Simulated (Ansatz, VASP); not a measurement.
## One calculation of KCl, two programs

```
K Cl
1.0
     5.33740    0.00000    0.00000
    -2.66870    4.62233    0.00000
     0.00000    0.00000    6.25747
K Cl
2 2
Direct
  0.33333 0.66667 0.93750
  0.66667 0.33333 0.43750
  0.33333 0.66667 0.43750
  0.66667 0.33333 0.93750
```

Alike in both runs: task single point; functional PBE; k mesh 6 × 6 × 4; no spin polarisation.

|  | VASP | Ansatz |
| --- | --- | --- |
| version | VASP 6.6.1 | Ansatz 0.2.0 |
| potentials or method | VASP PAW PBE potentials, release 64 (K_sv, Cl) | plane waves, PAW |
| plane-wave cutoff (eV) | 520 | 420 |
| occupations | gaussian, width 0.01 eV | fixed |
| valence electrons in the cell | 32 | 32 |

```tsv
	VASP	Ansatz	Ansatz less VASP
gap on the k mesh at the Fermi level (eV)	4.77	4.77	+0.001
pressure (GPa)	0.5	0.4	-0.02
```

Ansatz's warnings: structure snapped to symmetry.
